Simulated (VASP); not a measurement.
The system is Mn.

```
Mn
1.0
     2.48365    0.00000    0.00000
    -1.24182    2.15090    0.00000
     0.00000    0.00000    4.02620
Mn
2
Direct
  0.66667 0.33333 0.75000
  0.33333 0.66667 0.25000
```

Base run:

```yaml
Program: VASP 6.6.1
Functional: PBE
Potentials_or_basis: VASP PAW PBE potentials, release 64 (Mn_pv)
Cutoff: 520 eV
k_mesh: 15 × 15 × 8
Occupations: fermi-dirac, width 0.05 eV
Spin: no spin polarisation
```

Its results: band gap on the k mesh zero (band 13 reaches 11.23 eV, above the bottom of band 14 at 9.33 eV); pressure -1.3 GPa.

Task: The run is repeated on the same cell with these changes: spin from no spin polarisation to collinear spin, antiferromagnetic start; further incar settings from ALGO = Normal; EDIFF = 1e-06; NBANDS = 20 to ALGO = Normal; EDIFF = 1e-06; NBANDS = 24. What comes out?

Result: Band gap on the k mesh zero (filled and empty bands overlap); pressure -0.2 GPa; net moment 0.00 μB per cell; site moments Mn +0.47, -0.47 μB.

Caveats: the moment fell far below its start of 4 μB, so a state of higher moment may lie lower in energy (some runs).
